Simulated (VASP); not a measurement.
# TiO2 (Rutile): single point with PBE

Crystal: TiO2 (Rutile).

```
CELL_PARAMETERS angstrom
4.65263 0.00000 0.00000
0.00000 4.65263 0.00000
0.00000 0.00000 2.99632
ATOMIC_POSITIONS crystal
Ti 0.00000 0.00000 0.00000
Ti 0.50000 0.50000 0.50000
O 0.30496 0.30496 0.00000
O 0.19504 0.80496 0.50000
O 0.69504 0.69504 0.00000
O 0.80496 0.19504 0.50000
```

```
Program             : VASP 6.6.1
Task                : single point
Functional          : PBE
Potentials or basis : VASP PAW PBE potentials, release 64 (Ti_sv, O)
Cutoff              : 520 eV
k mesh              : 4 × 4 × 6
Occupations         : gaussian, width 0.01 eV
Spin                : no spin polarisation
```

The pressure is -3.0 GPa, the largest force is 0.063 eV/Å and the band gap on the k mesh is 1.77 eV, direct.

Forces on the atoms (eV/Å):
```
Ti   0.000  0.000  0.000
Ti   0.000  0.000  0.000
O    0.045  0.045  0.000
O   -0.045  0.045  0.000
O   -0.045 -0.045  0.000
O    0.045 -0.045  0.000
```

Stress tensor (GPa, compression positive):
```
-2.10  0.00  0.00
 0.00 -2.10  0.00
 0.00  0.00 -4.87
```

Levels at points of the mesh, in eV from the valence-band top:
| k point | band 21 | band 22 | band 23 | band 24 | band 25 | band 26 | band 27 | band 28 |
| --- | --- | --- | --- | --- | --- | --- | --- | --- |
| (0.00, 0.00, 0.00) | -0.71 | -0.44 | -0.44 | 0.00 | 1.77 | 2.06 | 2.28 | 2.36 |
| (0.50, 0.00, 0.00) | -1.61 | -1.61 | -0.71 | -0.71 | 2.40 | 2.40 | 2.84 | 2.84 |
| (0.50, 0.50, 0.00) | -1.30 | -1.30 | -1.05 | -1.05 | 1.81 | 1.81 | 2.38 | 2.38 |
| (0.00, 0.00, 0.50) | -2.23 | -2.23 | -1.40 | -1.40 | 2.80 | 2.80 | 2.98 | 2.98 |
| (0.50, 0.00, 0.50) | -1.97 | -1.97 | -0.98 | -0.98 | 1.82 | 1.82 | 3.00 | 3.00 |
| (0.50, 0.50, 0.50) | -1.21 | -1.21 | -0.67 | -0.67 | 2.46 | 2.46 | 3.02 | 3.02 |

Wall time 50 s on 1 thread of Intel(R) Xeon(R) Platinum 8259CL CPU @ 2.50GHz (Skylake/Cascade Lake), on a shared host, peak memory 0.19 GiB.

A k mesh can miss the band edges. Expect the measured gap to be larger: semilocal functionals such as PBE lack the derivative discontinuity.
